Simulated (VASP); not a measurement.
# Mn (Im-3m) in VASP: notebook

Mn is run at these levels: r2SCAN; tasks: single point.

All numbers are computed with VASP 6.6.1; they aren't measurements. Logs are shortened: lines on timing, memory, paths and dates and some standing lists are left out, and cuts for length are marked.

### Step 1. The cell of the first run

Symmetry: Im-3m, No. 229, cubic system. The conventional cell has a = 2.723 Å, b = 2.723 Å, c = 2.723 Å, α = 90.00°, β = 90.00°, γ = 90.00°. Within 3.1 Å of Mn (site symmetry m-3m) lie 14 Mn at 2.36 to 2.72 Å.

This isn't the form of Mn at room conditions, which is a 58-atom cubic cell.

### Step 2. Single point, r2SCAN (10.10 Å³/atom)

POSCAR

```
Mn
1.0
   -1.3616337239      1.3616337239      1.3616337239
    1.3616337239     -1.3616337239      1.3616337239
    1.3616337239      1.3616337239     -1.3616337239
Mn
1
Direct
    0.0000000000      0.0000000000      0.0000000000
```

INCAR.step1

```
SYSTEM = Mn
ALGO = Normal ; EDIFF = 1E-4
ENCUT = 520 ; GGA = PE
ISMEAR = -1 ; LASPH = .TRUE.
LCHARG = .FALSE. ; LREAL = .FALSE.
LWAVE = .TRUE. ; NBANDS = 12
NELM = 100 ; PREC = Accurate
SIGMA = 0.1
```

INCAR.step2

```
SYSTEM = Mn
ALGO = Normal ; EDIFF = 1E-6
ENCUT = 520 ; ISIF = 2
ISMEAR = -1 ; ISTART = 1
LASPH = .TRUE. ; LCHARG = .FALSE.
LMIXTAU = .TRUE. ; LREAL = .FALSE.
LWAVE = .FALSE. ; METAGGA = R2SCAN
NBANDS = 12 ; NELM = 100
PREC = Accurate ; SIGMA = 0.1
```

KPOINTS

```
k-points
0
G
  18 18 18
  0 0 0
```

Potentials or basis: VASP PAW PBE potentials, release 64 (Mn_pv).

Run with:

```console
> cat potpaw_PBE.64/Mn_pv/POTCAR > POTCAR
> cp INCAR.step1 INCAR
> mpirun -np 1 vasp_std > vasp.out
> cp INCAR.step2 INCAR
> mpirun -np 1 vasp_std > vasp.out
```

OUTCAR:

```text
SYSTEM = Mn
   EDIFF = 1E-6
   ENCUT = 520
   ISIF = 2
   ISMEAR = -1
   ISTART = 1
   LASPH = .TRUE.
   LREAL = .FALSE.
   METAGGA = R2SCAN
   NELM = 100
   PREC = Accurate

 ion  position               nearest neighbor table
   1  0.000  0.000  0.000-

  LATTYP: Found a body centered cubic cell.
 ALAT       =     2.7232674478

  Lattice vectors:

 A1 = (  -1.3616337239,   1.3616337239,   1.3616337239)
 A2 = (   1.3616337239,  -1.3616337239,   1.3616337239)
 A3 = (   1.3616337239,   1.3616337239,  -1.3616337239)

Analysis of symmetry for initial positions (statically):
=====================================================================
 Subroutine PRICEL returns:
 Original cell was already a primitive cell.

 Routine SETGRP: Setting up the symmetry group for a
 body centered cubic supercell.

 Subroutine GETGRP returns: Found 48 space group operations
 (whereof 48 operations were pure point group operations)
 out of a pool of 48 trial point group operations.

The static configuration has the point symmetry O_h .

Analysis of symmetry for dynamics (positions and initial velocities):
=====================================================================
 Subroutine PRICEL returns:
 Original cell was already a primitive cell.

 Routine SETGRP: Setting up the symmetry group for a
 body centered cubic supercell.

 Subroutine GETGRP returns: Found 48 space group operations
 (whereof 48 operations were pure point group operations)
 out of a pool of 48 trial point group operations.

The dynamic configuration has the point symmetry O_h .

 Subroutine INISYM returns: Found 48 space group operations
 (whereof 48 operations are pure point group operations),
 and found     1 'primitive' translations

----------------------------------------------------------------------------------------

                                     Primitive cell

  volume of cell :      10.0981

  direct lattice vectors                    reciprocal lattice vectors
    -1.361633724  1.361633724  1.361633724     0.000000000  0.367205946  0.367205946
     1.361633724 -1.361633724  1.361633724     0.367205946  0.000000000  0.367205946
     1.361633724  1.361633724 -1.361633724     0.367205946  0.367205946  0.000000000

  length of vectors
     2.358418791  2.358418791  2.358418791     0.519307629  0.519307629  0.519307629

  position of ions in fractional coordinates (direct lattice)
     0.000000000  0.000000000  0.000000000

  ion indices of the primitive-cell ions
   primitive index   ion index
                 1           1
[... 80 lines left out ...]
   POTIM  = 0.5000    time-step for ionic-motion
   TEBEG  =    0.0;   TEEND  =   0.0 temperature during run
   PSTRESS=    0.0 pullay stress
   NELECT =      13.0000    total number of electrons
   NUPDOWN=      -1.0000    fix difference up-down
   EMIN   =  10.00;   EMAX   =-10.00  energy-range for DOS
   EFERMI =   0.00;   METHOD = LEGACY
   ISMEAR =    -1;   SIGMA  =   0.10  broadening in eV -4-tet -1-fermi 0-gaus
   EFERMI_NEDOS =   21; number of points for ismear=-14 and -15
   IALGO  =     38    algorithm
   IMIX   =      4    mixing-type and parameters
     AMIX     =   0.40;   BMIX     =  1.00
     AMIX_MAG =   1.60;   BMIX_MAG =  1.00
  volume/ion in A,a.u.               =      10.10        68.15
  Fermi-wavevector in a.u.,A,eV,Ry     =   1.780911  3.365435 43.152857  3.171645
  Thomas-Fermi vector in A             =   2.845608
   LORBIT       =      0    0 simple, 1 ext, 2 COOP (PROOUT), +10 PAW based schemes
   METAGGA = R2SCAN    functional components
   LHFCALC =     F    Hartree Fock is set to
   AEXX    =    0.0000 exact exchange contribution
   IVDW    =     0    specifies the selected vdW correction
   LEPSILON=     F    determine dielectric tensor
   LRPA    =     F    only Hartree local field effects (RPA)
 non-spin polarized calculation
  energy-cutoff  :      520.00
  volume of cell :       10.10
 maximum number of plane-waves:       281
 NGX is ok and might be reduce to    18
   NGX =  9   NGY =  9   NGZ =  9

 number of electron      12.9999990 magnetization

 Free energy of the ion-electron system (eV)
  ---------------------------------------------------
  ext. energy  EPLUGINS =         0.00000000
  ---------------------------------------------------
  free energy    TOTEN  =       -14.23652202 eV

  energy without entropy =      -14.17665882  energy(sigma->0) =      -14.20659042

 E-fermi :  11.7181     XC(G=0): -15.8452

 val. band max:       11.7178967563   @ k =  -0.3889   0.3889   0.3333
 cond. band min:      11.7271079267   @ k =  -0.3889   0.4444   0.3333
 fundamental gap:      0.0092111704
 Fermi energy:        11.7180711286

 k-point     1 :       0.0000    0.0000    0.0000
  band No.  band energies     occupation
      1     -38.1001      2.00000
      2     -38.1000      2.00000
      3     -38.1000      2.00000
      4       2.1751      2.00000
      5       9.8057      2.00000
      6       9.8059      2.00000
      7       9.8059      2.00000
      8      12.2412      0.01064
      9      12.2412      0.01064
     10      36.7363      0.00000
     11      36.7365      0.00000
     12      36.7365      0.00000
[... 331 lines left out ...]
 k-point    24 :       0.3889    0.1111   -0.0000
  band No.  band energies     occupation
      1     -39.0086      2.00000
      2     -38.4306      2.00000
      3     -38.1471      2.00000
      4       6.4130      2.00000
      5       8.2430      2.00000
      6      10.5921      1.99997
      7      12.0811      0.05167
      8      12.8255      0.00003
      9      14.8735      0.00000
     10      22.7144      0.00000
     11      29.7878      0.00000
     12      34.2202      0.00000

 [... further k-points ...]

------------------------ aborting loop because EDIFF is reached ----------------------------------------

  FORCE on cell =-STRESS in cart. coord.  units (eV):
  Direction    XX          YY          ZZ          XY          YZ          ZX
  --------------------------------------------------------------------------------------
  -------------------------------------------------------------------------------------
  Total        0.8732404      0.8732404      0.8732404      0.0000000      0.0000000     -0.0000000
  in kB      138.5490302    138.5490302    138.5490302      0.0000000      0.0000000     -0.0000000
  external PRESSURE =     138.5490302 kB  Pullay stress =       0.0000000 kB

 VOLUME and BASIS-vectors are now :
 -----------------------------------------------------------------------------
  energy-cutoff  :      520.00
  volume of cell :       10.10
      direct lattice vectors                 reciprocal lattice vectors
    -1.361633724  1.361633724  1.361633724     0.000000000  0.367205946  0.367205946
     1.361633724 -1.361633724  1.361633724     0.367205946  0.000000000  0.367205946
     1.361633724  1.361633724 -1.361633724     0.367205946  0.367205946  0.000000000

 POSITION                                       TOTAL-FORCE (eV/Angst)
 -----------------------------------------------------------------------------------
      0.00000      0.00000      0.00000         0.000000     -0.000000      0.000000
 -----------------------------------------------------------------------------------
    total drift:                                0.000000      0.000000      0.000000

  FREE ENERGIE OF THE ION-ELECTRON SYSTEM (eV)
  ---------------------------------------------------
  free  energy   TOTEN  =       -14.2365220214 eV

  energy  without entropy=      -14.1766588154  energy(sigma->0) =      -14.20659042
```

OUTCAR.step1:

```text
SYSTEM = Mn
   EDIFF = 1E-4
   ENCUT = 520
   GGA = PE
   ISMEAR = -1
   LASPH = .TRUE.
   LREAL = .FALSE.
[... 576 lines left out ...]
 -----------------------------------------------------------------------------------
      0.00000      0.00000      0.00000        -0.000000      0.000000     -0.000000
 -----------------------------------------------------------------------------------
    total drift:                                0.000000     -0.000000      0.000000

  FREE ENERGIE OF THE ION-ELECTRON SYSTEM (eV)
  ---------------------------------------------------
  free  energy   TOTEN  =        -8.8281340688 eV

  energy  without entropy=       -8.7605352917  energy(sigma->0) =       -8.79433468
```

OSZICAR.step1:

```text
N       E                     dE             d eps       ncg     rms          rms(c)
DAV:   1     0.775186612632E+02    0.77519E+02   -0.78148E+03  4796   0.143E+03
DAV:   2    -0.906773514454E+01   -0.86586E+02   -0.82940E+02  4788   0.315E+02
DAV:   3    -0.104073893362E+02   -0.13397E+01   -0.13338E+01  5096   0.459E+01
DAV:   4    -0.104148233747E+02   -0.74340E-02   -0.74337E-02  5100   0.332E+00
DAV:   5    -0.104149087447E+02   -0.85370E-04   -0.85371E-04  5060   0.353E-01    0.144E+01
DAV:   6    -0.886983302381E+01    0.15451E+01   -0.38974E+00  4780   0.403E+01    0.142E+00
DAV:   7    -0.883959458060E+01    0.30238E-01   -0.91594E-02  4948   0.549E+00    0.916E-01
DAV:   8    -0.882828726067E+01    0.11307E-01   -0.30836E-03  5240   0.938E-01    0.162E-01
DAV:   9    -0.882814125732E+01    0.14600E-03   -0.84567E-04  4832   0.526E-01    0.310E-02
DAV:  10    -0.882813406876E+01    0.71886E-05   -0.78174E-06  2436   0.383E-02
   1 F= -.88281341E+01 E0= -.87943347E+01  d E =-.675988E-01
```

It took 1.9 min on 1 thread of Intel Xeon 8259CL, shared host; peak memory 0.14 GiB.

What came out:

* Free energy: -14.2365 eV
* Pressure: 13.9 GPa
* Band gap on the k mesh: zero (an odd number of electrons rules out a gap without spin polarisation)

Levels at points of the mesh, in eV from the Fermi level:
```csv
k point,band 4,band 5,band 6,band 7,band 8,band 9
"(0.00, 0.00, 0.00)",-9.54,-1.91,-1.91,-1.91,0.52,0.52
"(0.50, 0.00, 0.00)",-5.65,-3.57,0.44,0.55,0.87,2.05
"(0.50, 0.50, 0.50)",-5.42,-5.42,1.64,1.64,1.64,11.51
```

Caveat: the cell stands under pressure; the PAW data sets were made with another functional, which shifts forces and pressure a little; the run has no spin polarisation, though such a crystal can be magnetic.

### Step 3. Single point, r2SCAN (10.52 Å³/atom)

This run uses another cell than the first one, of 10.52 Å³/atom.

POSCAR

```
Mn
1.0
   -1.3802885588      1.3802885588      1.3802885588
    1.3802885588     -1.3802885588      1.3802885588
    1.3802885588      1.3802885588     -1.3802885588
Mn
1
Direct
    0.0000000000      0.0000000000      0.0000000000
```

INCAR.step1

```
  PREC = Accurate
  ENCUT = 520
  ISMEAR = -1
  SIGMA = 0.1
  LREAL = F
  LASPH = T
  NELM = 100
  NBANDS = 12
  GGA = PE
  ALGO = Normal
  EDIFF = 1E-4
  LWAVE = T
  LCHARG = F
```

INCAR.step2

```
  PREC = Accurate
  ENCUT = 520
  EDIFF = 1E-7
  ISMEAR = -1
  SIGMA = 0.1
  LREAL = F
  LASPH = T
  NELM = 100
  ALGO = Normal
  ISIF = 2
  LWAVE = F
  LCHARG = T
  METAGGA = R2SCAN
  LMIXTAU = T
  LELF = T
  LVHAR = T
  NBANDS = 12
  ISTART = 1
```

KPOINTS

```
regular mesh
0
Gamma
  18 18 18
```

Potentials or basis: VASP PAW PBE potentials, release 64 (Mn_pv).

Run with:

```console
> cat potpaw_PBE.64/Mn_pv/POTCAR > POTCAR
> cp INCAR.step1 INCAR
> mpirun -np 1 vasp_std > vasp.out
> cp INCAR.step2 INCAR
> mpirun -np 1 vasp_std > vasp.out
```

Run time: 2.1 min. Hardware: 1 thread of Intel Xeon 8259CL, shared host; peak memory 0.14 GiB.

Results (log left out):

| Quantity | Value |
| --- | --- |
| Free energy | -14.2549 eV |
| Pressure | 0.4 GPa |
| Band gap on the k mesh | zero (an odd number of electrons rules out a gap without spin polarisation) |

Levels at points of the mesh, in eV from the Fermi level:
```csv
k point,band 4,band 5,band 6,band 7,band 8,band 9
"(0.00, 0.00, 0.00)",-9.34,-1.82,-1.82,-1.82,0.51,0.51
"(0.50, 0.00, 0.00)",-5.38,-3.38,0.42,0.49,0.83,1.91
"(0.50, 0.50, 0.50)",-5.10,-5.10,1.53,1.53,1.53,11.14
```

Caveat: the PAW data sets were made with another functional, which shifts forces and pressure a little; the run has no spin polarisation, though such a crystal can be magnetic.

### Step 4. Single point, r2SCAN (10.94 Å³/atom)

This run uses another cell than the first one, of 10.94 Å³/atom.

POSCAR

```
Mn
1.0
   -1.3984523333      1.3984523333      1.3984523333
    1.3984523333     -1.3984523333      1.3984523333
    1.3984523333      1.3984523333     -1.3984523333
Mn
1
Direct
    0.0000000000      0.0000000000      0.0000000000
```

INCAR.step1

```
SYSTEM = Mn
ALGO = Normal
EDIFF = 1E-4
ENCUT = 520
GGA = PE
ISMEAR = -1
LASPH = .TRUE.
LCHARG = .FALSE.
LREAL = .FALSE.
LWAVE = .TRUE.
NBANDS = 12
NELM = 60
PREC = Accurate
SIGMA = 0.1
```

INCAR.step2

```
SYSTEM = Mn
ALGO = Normal
EDIFF = 1E-7
ENCUT = 520
ISIF = 2
ISMEAR = -1
ISTART = 1
LASPH = .TRUE.
LCHARG = .FALSE.
LMIXTAU = .TRUE.
LREAL = .FALSE.
LWAVE = .FALSE.
METAGGA = R2SCAN
NBANDS = 12
NELM = 60
PREC = Accurate
SIGMA = 0.1
```

KPOINTS

```
k-points
0
G
  18 18 18
  0 0 0
```

Run with:

```console
> cat potpaw_PBE.64/Mn_pv/POTCAR > POTCAR
> cp INCAR.step1 INCAR
> mpirun -np 1 vasp_std > vasp.out
> cp INCAR.step2 INCAR
> mpirun -np 1 vasp_std > vasp.out
```

Wall time 2.3 min (1 thread of Intel Xeon 8259CL, shared host); peak memory 0.14 GiB.

The run converged. Its results:

| Property | Result |
| --- | --- |
| Free energy | -14.2412 eV |
| Pressure | -10.6 GPa |
| Band gap on the k mesh | zero (an odd number of electrons rules out a gap without spin polarisation) |

Levels at points of the mesh, in eV from the Fermi level:
| k point | band 4 | band 5 | band 6 | band 7 | band 8 | band 9 |
| --- | --- | --- | --- | --- | --- | --- |
| (0.00, 0.00, 0.00) | -9.14 | -1.73 | -1.73 | -1.73 | 0.50 | 0.50 |
| (0.50, 0.00, 0.00) | -5.14 | -3.21 | 0.40 | 0.44 | 0.80 | 1.79 |
| (0.50, 0.50, 0.50) | -4.82 | -4.82 | 1.44 | 1.44 | 1.44 | 10.80 |

Caveat: the cell stands under tension; the PAW data sets were made with another functional, which shifts forces and pressure a little; the run has no spin polarisation, though such a crystal can be magnetic. Spin polarisation is off, so any magnetic state and its effect on volume and gap are missing.

### Step 5. Single point, r2SCAN (11.36 Å³/atom)

This run uses another cell than the first one, of 11.36 Å³/atom.

POSCAR

```
Mn
1.0
   -1.4161561410      1.4161561410      1.4161561410
    1.4161561410     -1.4161561410      1.4161561410
    1.4161561410      1.4161561410     -1.4161561410
Mn
1
Direct
    0.0000000000      0.0000000000      0.0000000000
```

INCAR.step1

```
PREC = Accurate ; ENCUT = 520
ISMEAR = -1 ; SIGMA = 0.1
LREAL = F ; LASPH = T
NELM = 100 ; NBANDS = 12
GGA = PE ; ALGO = Normal
EDIFF = 1E-4 ; LWAVE = T
LCHARG = F
```

INCAR.step2

```
PREC = Accurate ; ENCUT = 520
EDIFF = 1E-6 ; ISMEAR = -1
SIGMA = 0.1 ; LREAL = F
LASPH = T ; NELM = 100
ALGO = Normal ; ISIF = 2
LWAVE = F ; LCHARG = F
METAGGA = R2SCAN ; LMIXTAU = T
NBANDS = 12 ; ISTART = 1
```

KPOINTS

```
Automatic mesh
0
Gamma
  18 18 18
```

Run with:

```console
> cat potpaw_PBE.64/Mn_pv/POTCAR > POTCAR
> cp INCAR.step1 INCAR
> mpirun -np 1 vasp_std > vasp.out
> cp INCAR.step2 INCAR
> mpirun -np 1 vasp_std > vasp.out
```

Wall time 1.9 min (1 thread of Intel Xeon 8259CL, shared host); peak memory 0.14 GiB.

It converged, with:

```yaml
Free_energy: -14.2013 eV
Pressure: -19.6 GPa
Band_gap_on_the_k_mesh: zero (an odd number of electrons rules out a gap without spin polarisation)
```

Levels at points of the mesh, in eV from the Fermi level:
| k point | band 4 | band 5 | band 6 | band 7 | band 8 | band 9 |
| --- | --- | --- | --- | --- | --- | --- |
| (0.00, 0.00, 0.00) | -8.94 | -1.65 | -1.65 | -1.65 | 0.49 | 0.49 |
| (0.50, 0.00, 0.00) | -4.92 | -3.05 | 0.38 | 0.40 | 0.76 | 1.69 |
| (0.50, 0.50, 0.50) | -4.55 | -4.55 | 1.35 | 1.35 | 1.35 | 10.49 |

Caveat: the cell stands under tension; the PAW data sets were made with another functional, which shifts forces and pressure a little; the run has no spin polarisation, though such a crystal can be magnetic.

(Continued in part 2 of 2.)
